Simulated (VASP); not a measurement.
# Cu3N (Pm-3m) in VASP: further runs, part 2 of 2

VASP 6.6.1. Earlier steps stand in the parts before.

### 3 Single point, PBE (14.44 Å³/atom)

This run uses another cell than the first one, of 14.44 Å³/atom.

Input file INCAR:

```
SYSTEM = Cu3N
  PREC = Accurate
  ENCUT = 600
  EDIFF = 1E-6
  ISMEAR = 0
  SIGMA = 0.01
  LREAL = .False.
  LASPH = .True.
  NELM = 120
  ALGO = Normal
  ISIF = 2
  LWAVE = .False.
  LCHARG = .True.
  GGA = PE
  LELF = .True.
  LVHAR = .True.
  NBANDS = 27
  GGA_COMPAT = .False.
```

Input file KPOINTS:

```
regular mesh
0
Gamma
  10 10 10
  0 0 0
```

Input file POSCAR:

```
Cu3N
1.0
    3.8651868900      0.0000000000      0.0000000000
    0.0000000000      3.8651868900      0.0000000000
    0.0000000000      0.0000000000      3.8651868900
Cu N
3 1
Direct
    0.5000000000      0.0000000000      0.0000000000
    0.0000000000      0.5000000000      0.0000000000
    0.0000000000      0.0000000000      0.5000000000
    0.0000000000      0.0000000000      0.0000000000
```

Potentials or basis: VASP PAW PBE potentials, release 64 (Cu, N).

On the command line:

```console
cat potpaw_PBE.64/Cu/POTCAR potpaw_PBE.64/N/POTCAR > POTCAR
mpirun -np 1 vasp_std > vasp.out
```

OUTCAR:

```text
SYSTEM = Cu3N
   PREC = Accurate
   ENCUT = 600
   EDIFF = 1E-6
   ISMEAR = 0
   LREAL = .False.
   LASPH = .True.
   NELM = 120
   ISIF = 2
   GGA = PE

 ion  position               nearest neighbor table
   1  0.500  0.000  0.000-   4 1.93   4 1.93   2 2.73   3 2.73   2 2.73   2 2.73   3 2.73   3 2.73
                             3 2.73   2 2.73
   2  0.000  0.500  0.000-   4 1.93   4 1.93   1 2.73   3 2.73   1 2.73   3 2.73   3 2.73   3 2.73
                             1 2.73   1 2.73
   3  0.000  0.000  0.500-   4 1.93   4 1.93   1 2.73   1 2.73   2 2.73   2 2.73   2 2.73   2 2.73
                             1 2.73   1 2.73
   4  0.000  0.000  0.000-   1 1.93   2 1.93   3 1.93   3 1.93   2 1.93   1 1.93

  LATTYP: Found a simple cubic cell.
 ALAT       =     3.8651868900

  Lattice vectors:

 A1 = (   3.8651868900,   0.0000000000,   0.0000000000)
 A2 = (   0.0000000000,   3.8651868900,   0.0000000000)
 A3 = (   0.0000000000,   0.0000000000,   3.8651868900)

Analysis of symmetry for initial positions (statically):
=====================================================================
 Subroutine PRICEL returns:
 Original cell was already a primitive cell.

 Routine SETGRP: Setting up the symmetry group for a
[... 169 lines left out ...]
  free energy    TOTEN  =       -18.38128509 eV

  energy without entropy =      -18.38128509  energy(sigma->0) =      -18.38128509

 E-fermi :   4.5335     XC(G=0): -10.5838

 val. band max:        4.4839077320   @ k =   0.5000   0.5000   0.5000
 cond. band min:       4.8258087784   @ k =   0.5000   0.5000   0.0000
 fundamental gap:      0.3419010464
 Fermi energy:         4.5334834605

 k-point     1 :       0.0000    0.0000    0.0000
  band No.  band energies     occupation
      1     -11.9631      2.00000
      2      -0.4834      2.00000
      3      -0.0362      2.00000
      4      -0.0362      2.00000
      5      -0.0362      2.00000
      6       0.8621      2.00000
[... 709 lines left out ...]
     26      13.5380      0.00000
     27      14.5405      0.00000

 [... further k-points ...]
[... 5 lines left out ...]
  --------------------------------------------------------------------------------------
  -------------------------------------------------------------------------------------
  Total       -0.8806565     -0.8806565     -0.8806565     -0.0000000     -0.0000000      0.0000000
  in kB      -24.4346224    -24.4346224    -24.4346224     -0.0000000     -0.0000000      0.0000000
  external PRESSURE =     -24.4346224 kB  Pullay stress =       0.0000000 kB

 VOLUME and BASIS-vectors are now :
 -----------------------------------------------------------------------------
  energy-cutoff  :      600.00
  volume of cell :       57.74
      direct lattice vectors                 reciprocal lattice vectors
     3.865186890  0.000000000  0.000000000     0.258719702  0.000000000  0.000000000
     0.000000000  3.865186890  0.000000000     0.000000000  0.258719702  0.000000000
     0.000000000  0.000000000  3.865186890     0.000000000  0.000000000  0.258719702

 POSITION                                       TOTAL-FORCE (eV/Angst)
 -----------------------------------------------------------------------------------
      1.93259      0.00000      0.00000         0.000000      0.000000      0.000000
      0.00000      1.93259      0.00000         0.000000      0.000000      0.000000
      0.00000      0.00000      1.93259         0.000000      0.000000      0.000000
      0.00000      0.00000      0.00000         0.000000      0.000000      0.000000
 -----------------------------------------------------------------------------------
    total drift:                                0.000000      0.000000     -0.000000

  FREE ENERGIE OF THE ION-ELECTRON SYSTEM (eV)
  ---------------------------------------------------
  free  energy   TOTEN  =       -18.3812850884 eV

  energy  without entropy=      -18.3812850884  energy(sigma->0) =      -18.38128509
```

OSZICAR:

```text
N       E                     dE             d eps       ncg     rms          rms(c)
DAV:   1     0.311218024432E+03    0.31122E+03   -0.18861E+04  3040   0.244E+03
DAV:   2     0.169945472367E+02   -0.29422E+03   -0.28089E+03  3047   0.388E+02
DAV:   3    -0.210793437381E+02   -0.38074E+02   -0.36108E+02  3931   0.167E+02
DAV:   4    -0.228458978765E+02   -0.17666E+01   -0.17455E+01  4242   0.389E+01
DAV:   5    -0.228655828986E+02   -0.19685E-01   -0.19678E-01  4011   0.410E+00    0.154E+01
DAV:   6    -0.207734068301E+02    0.20922E+01   -0.36047E+01  4058   0.133E+02    0.103E+01
DAV:   7    -0.183812276002E+02    0.23922E+01   -0.94785E+00  3694   0.759E+01    0.250E+00
DAV:   8    -0.184056376015E+02   -0.24410E-01   -0.70379E-01  3686   0.592E+00    0.140E+00
DAV:   9    -0.183825057950E+02    0.23132E-01   -0.41576E-02  3843   0.264E+00    0.316E-01
DAV:  10    -0.183815070206E+02    0.99877E-03   -0.10645E-02  4101   0.164E+00    0.136E-01
DAV:  11    -0.183813355354E+02    0.17149E-03   -0.16118E-03  4616   0.731E-01    0.574E-02
DAV:  12    -0.183812813878E+02    0.54148E-04   -0.27747E-04  4762   0.183E-01    0.115E-02
DAV:  13    -0.183812845439E+02   -0.31561E-05   -0.36715E-05  3968   0.564E-02    0.834E-03
DAV:  14    -0.183812850884E+02   -0.54446E-06   -0.71726E-06  3466   0.259E-02
   1 F= -.18381285E+02 E0= -.18381285E+02  d E =-.358633E-15
```

Run time: 2 min. Hardware: 1 thread of Intel Xeon 8259CL, shared host; peak memory 0.23 GiB.

What came out:

| Property | Result |
| --- | --- |
| Free energy | -18.3813 eV |
| Pressure | -2.4 GPa |
| Band gap on the k mesh | 0.34 eV (least direct gap 0.87 eV) |

### 4 Single point, PBE (14.86 Å³/atom)

This run uses another cell than the first one, of 14.86 Å³/atom.

Input file INCAR:

```
SYSTEM = Cu3N
  ALGO = Normal
  EDIFF = 1E-6
  ENCUT = 600
  GGA = PE
  GGA_COMPAT = .FALSE.
  ISIF = 2
  ISMEAR = 0
  LASPH = .TRUE.
  LCHARG = .FALSE.
  LREAL = .FALSE.
  LWAVE = .FALSE.
  NBANDS = 27
  NELM = 120
  PREC = Accurate
  SIGMA = 0.01
```

Input file KPOINTS:

```
k-points
0
G
  10 10 10
  0 0 0
```

Input file POSCAR:

```
Cu3N
1.0
    3.9023544286      0.0000000000      0.0000000000
    0.0000000000      3.9023544286      0.0000000000
    0.0000000000      0.0000000000      3.9023544286
Cu N
3 1
Direct
    0.5000000000      0.0000000000      0.0000000000
    0.0000000000      0.5000000000      0.0000000000
    0.0000000000      0.0000000000      0.5000000000
    0.0000000000      0.0000000000      0.0000000000
```

Potentials or basis: VASP PAW PBE potentials, release 64 (Cu, N).

On the command line:

```console
cat potpaw_PBE.64/Cu/POTCAR potpaw_PBE.64/N/POTCAR > POTCAR
mpirun -np 1 vasp_std > vasp.out
```

OUTCAR:

```text
SYSTEM = Cu3N
   EDIFF = 1E-6
   ENCUT = 600
   GGA = PE
   ISIF = 2
   ISMEAR = 0
   LASPH = .TRUE.
   LREAL = .FALSE.
   NELM = 120
   PREC = Accurate

 ion  position               nearest neighbor table
   1  0.500  0.000  0.000-   4 1.95   4 1.95   2 2.76   3 2.76   2 2.76   2 2.76   3 2.76   3 2.76
                             3 2.76   2 2.76
   2  0.000  0.500  0.000-   4 1.95   4 1.95   1 2.76   3 2.76   1 2.76   3 2.76   3 2.76   3 2.76
                             1 2.76   1 2.76
   3  0.000  0.000  0.500-   4 1.95   4 1.95   1 2.76   1 2.76   2 2.76   2 2.76   2 2.76   2 2.76
                             1 2.76   1 2.76
   4  0.000  0.000  0.000-   1 1.95   2 1.95   3 1.95   3 1.95   2 1.95   1 1.95

  LATTYP: Found a simple cubic cell.
 ALAT       =     3.9023544286

  Lattice vectors:

 A1 = (   3.9023544286,   0.0000000000,   0.0000000000)
 A2 = (   0.0000000000,   3.9023544286,   0.0000000000)
 A3 = (   0.0000000000,   0.0000000000,   3.9023544286)

Analysis of symmetry for initial positions (statically):
=====================================================================
 Subroutine PRICEL returns:
 Original cell was already a primitive cell.

 Routine SETGRP: Setting up the symmetry group for a
 simple cubic supercell.

 Subroutine GETGRP returns: Found 48 space group operations
 (whereof 48 operations were pure point group operations)
 out of a pool of 48 trial point group operations.

The static configuration has the point symmetry O_h .

Analysis of symmetry for dynamics (positions and initial velocities):
=====================================================================
 Subroutine PRICEL returns:
 Original cell was already a primitive cell.

 Routine SETGRP: Setting up the symmetry group for a
 simple cubic supercell.

 Subroutine GETGRP returns: Found 48 space group operations
 (whereof 48 operations were pure point group operations)
 out of a pool of 48 trial point group operations.

The dynamic configuration has the point symmetry O_h .

 Subroutine INISYM returns: Found 48 space group operations
 (whereof 48 operations are pure point group operations),
 and found     1 'primitive' translations

----------------------------------------------------------------------------------------

                                     Primitive cell

  volume of cell :      59.4265

  direct lattice vectors                    reciprocal lattice vectors
     3.902354429  0.000000000  0.000000000     0.256255555  0.000000000  0.000000000
     0.000000000  3.902354429  0.000000000     0.000000000  0.256255555  0.000000000
     0.000000000  0.000000000  3.902354429     0.000000000  0.000000000  0.256255555

  length of vectors
     3.902354429  3.902354429  3.902354429     0.256255555  0.256255555  0.256255555

  position of ions in fractional coordinates (direct lattice)
     0.500000000  0.000000000  0.000000000
     0.000000000  0.500000000  0.000000000
     0.000000000  0.000000000  0.500000000
     0.000000000  0.000000000  0.000000000

  ion indices of the primitive-cell ions
   primitive index   ion index
                 1           1
                 2           2
                 3           3
                 4           4

----------------------------------------------------------------------------------------

 KPOINTS: k-points

Automatic generation of k-mesh.
 Grid dimensions read from file:
 generate k-points for:   10   10   10

 Generating k-lattice:

  Cartesian coordinates                     Fractional coordinates (reciprocal lattice)
     0.025625556  0.000000000  0.000000000     0.100000000  0.000000000  0.000000000
     0.000000000  0.025625556  0.000000000     0.000000000  0.100000000  0.000000000
     0.000000000  0.000000000  0.025625556     0.000000000  0.000000000  0.100000000

  Length of vectors
     0.025625556  0.025625556  0.025625556

  Shift w.r.t. Gamma in fractional coordinates (k-lattice)
     0.000000000  0.000000000  0.000000000

 Subroutine IBZKPT returns following result:
 ===========================================

 Found     56 irreducible k-points:

 Following reciprocal coordinates:
            Coordinates               Weight
  0.000000  0.000000  0.000000      1.000000
  0.100000  0.000000  0.000000      6.000000
  0.200000  0.000000  0.000000      6.000000
  0.300000  0.000000  0.000000      6.000000
  0.400000  0.000000  0.000000      6.000000
  0.500000  0.000000  0.000000      3.000000
[... 16 lines left out ...]
  0.200000  0.100000  0.100000     24.000000
  0.300000  0.100000  0.100000     24.000000
 [... further k-points ...]
   k-points           NKPTS =     56   k-points in BZ     NKDIM =     56   number of bands    NBANDS=     27
   number of dos      NEDOS =    301   number of ions     NIONS =      4
   total plane-waves  NPLWV =  32768
   dimension x,y,z NGX =    32 NGY =   32 NGZ =   32
   dimension x,y,z NGXF=    64 NGYF=   64 NGZF=   64
   ions per type =               3   1
   NGX,Y,Z   is equivalent  to a cutoff of  13.63, 13.63, 13.63 a.u.
   NGXF,Y,Z  is equivalent  to a cutoff of  27.26, 27.26, 27.26 a.u.
 SYSTEM =  Cu3N
   PREC   = accura    normal or accurate (medium, high low for compatibility)
   ISTART =      0    job   : 0-new  1-cont  2-samecut
   ICHARG =      2    charge: 1-file 2-atom 10-const
   ISPIN  =      1    spin polarized calculation?
   LNONCOLLINEAR =      F non collinear calculations
   LSORBIT =      F    spin-orbit coupling
   LASPH  =      T    aspherical Exc in radial PAW
   ENCUT  =  600.0 eV  44.10 Ry    6.64 a.u.   7.79  7.79  7.79*2*pi/ulx,y,z
   NELM   =    120;   NELMIN=  2; NELMDL= -5     # of ELM steps
   EDIFF  = 0.1E-05   stopping-criterion for ELM
   LREAL  =      F    real-space projection
   EDIFFG = 0.1E-04   stopping-criterion for IOM
   NSW    =      0    number of steps for IOM
   IBRION =     -1    ionic relax: 0-MD 1-quasi-New 2-CG
   NFREE  =      0    steps in history (QN), initial steepest desc. (CG)
   ISIF   =      2    stress and relaxation
   ISYM   =      2    0-nonsym 1-usesym 2-fastsym
   POTIM  = 0.5000    time-step for ionic-motion
   TEBEG  =    0.0;   TEEND  =   0.0 temperature during run
   PSTRESS=    0.0 pullay stress
   NELECT =      38.0000    total number of electrons
   NUPDOWN=      -1.0000    fix difference up-down
   EMIN   =  10.00;   EMAX   =-10.00  energy-range for DOS
   EFERMI =   0.00;   METHOD = LEGACY
   ISMEAR =     0;   SIGMA  =   0.01  broadening in eV -4-tet -1-fermi 0-gaus
   EFERMI_NEDOS =   21; number of points for ismear=-14 and -15
   IALGO  =     38    algorithm
   IMIX   =      4    mixing-type and parameters
     AMIX     =   0.40;   BMIX     =  1.00
     AMIX_MAG =   1.60;   BMIX_MAG =  1.00
  volume/ion in A,a.u.               =      14.86       100.26
  Fermi-wavevector in a.u.,A,eV,Ry     =   1.410401  2.665272 27.065136  1.989231
  Thomas-Fermi vector in A             =   2.532359
   LORBIT       =      0    0 simple, 1 ext, 2 COOP (PROOUT), +10 PAW based schemes
   GGA     = PE    functional components
   LHFCALC =     F    Hartree Fock is set to
   AEXX    =    0.0000 exact exchange contribution
   IVDW    =     0    specifies the selected vdW correction
   LEPSILON=     F    determine dielectric tensor
   LRPA    =     F    only Hartree local field effects (RPA)
 non-spin polarized calculation
 Gauss-broadening in eV      SIGMA  =   0.01
  energy-cutoff  :      600.00
  volume of cell :       59.43
 maximum number of plane-waves:      2008
 NGX is ok and might be reduce to    32
   NGX = 15   NGY = 15   NGZ = 15

 number of electron      37.9999986 magnetization

 Free energy of the ion-electron system (eV)
  ---------------------------------------------------
  ext. energy  EPLUGINS =         0.00000000
  ---------------------------------------------------
  free energy    TOTEN  =       -18.33936652 eV

  energy without entropy =      -18.33936652  energy(sigma->0) =      -18.33936652

 E-fermi :   4.2361     XC(G=0): -10.4369

 val. band max:        4.1864875188   @ k =   0.5000   0.5000   0.5000
 cond. band min:       4.6187107314   @ k =   0.5000   0.5000   0.0000
 fundamental gap:      0.4322232126
 Fermi energy:         4.2361058781

 k-point     1 :       0.0000    0.0000    0.0000
  band No.  band energies     occupation
      1     -12.0031      2.00000
      2      -0.5985      2.00000
      3      -0.1668      2.00000
      4      -0.1668      2.00000
      5      -0.1668      2.00000
      6       0.7216      2.00000
[... 19 lines left out ...]
     26      16.0082      0.00000
     27      16.0082      0.00000
[... 667 lines left out ...]
      5       0.2744      2.00000
      6       0.9091      2.00000
[... 19 lines left out ...]
     26      13.1189      0.00000
     27      14.0862      0.00000

 [... further k-points ...]
[... 5 lines left out ...]
  --------------------------------------------------------------------------------------
  -------------------------------------------------------------------------------------
  Total       -1.9202992     -1.9202992     -1.9202992     -0.0000000      0.0000000      0.0000000
  in kB      -51.7725261    -51.7725261    -51.7725261     -0.0000000      0.0000000      0.0000000
  external PRESSURE =     -51.7725261 kB  Pullay stress =       0.0000000 kB

 VOLUME and BASIS-vectors are now :
 -----------------------------------------------------------------------------
  energy-cutoff  :      600.00
  volume of cell :       59.43
      direct lattice vectors                 reciprocal lattice vectors
     3.902354429  0.000000000  0.000000000     0.256255555  0.000000000  0.000000000
     0.000000000  3.902354429  0.000000000     0.000000000  0.256255555  0.000000000
     0.000000000  0.000000000  3.902354429     0.000000000  0.000000000  0.256255555

 POSITION                                       TOTAL-FORCE (eV/Angst)
 -----------------------------------------------------------------------------------
      1.95118      0.00000      0.00000         0.000000      0.000000      0.000000
      0.00000      1.95118      0.00000         0.000000      0.000000      0.000000
      0.00000      0.00000      1.95118         0.000000      0.000000      0.000000
      0.00000      0.00000      0.00000         0.000000      0.000000      0.000000
 -----------------------------------------------------------------------------------
    total drift:                                0.000000      0.000000     -0.000000

  FREE ENERGIE OF THE ION-ELECTRON SYSTEM (eV)
  ---------------------------------------------------
  free  energy   TOTEN  =       -18.3393665249 eV

  energy  without entropy=      -18.3393665249  energy(sigma->0) =      -18.33936652
```

Run time: 2 min. Hardware: 1 thread of Intel Xeon 8259CL, shared host; peak memory 0.23 GiB.

Results:

```yaml
Free_energy: -18.3394 eV
Pressure: -5.2 GPa
Band_gap_on_the_k_mesh: 0.43 eV (least direct gap 0.94 eV)
```

Levels at points of the mesh, in eV from the valence-band top:
```csv
k point,band 17,band 18,band 19,band 20,band 21,band 22
"(0.00, 0.00, 0.00)",-1.65,-1.65,-1.62,0.81,5.02,5.02
"(0.50, 0.00, 0.00)",-1.65,-1.26,-1.26,1.39,3.27,6.36
"(0.50, 0.50, 0.00)",-0.96,-0.96,-0.60,0.43,3.30,4.68
"(0.50, 0.50, 0.50)",0.00,0.00,0.00,1.06,1.06,1.06
```

Caveat: the cell stands under tension. As with any semilocal functional, this PBE gap is likely too small.

### 5 Summary

```csv
cell,gap on the mesh (eV),pressure (GPa)
"a = 3.827 Å, 4 atoms",0.25,0.8
"a = 3.865 Å, 4 atoms",0.34,-2.4
"a = 3.902 Å, 4 atoms",0.43,-5.2
```

Alike in all rows: task single point; level PBE; potentials or basis VASP PAW PBE potentials, release 64 (Cu, N); no spin polarisation; k mesh 10 × 10 × 10; cutoff (eV) 600; smearing gaussian 0.01 eV.

Caveats: the cell stands under tension (at least some runs).

Absolute energies hang on the potentials; compare differences alone.
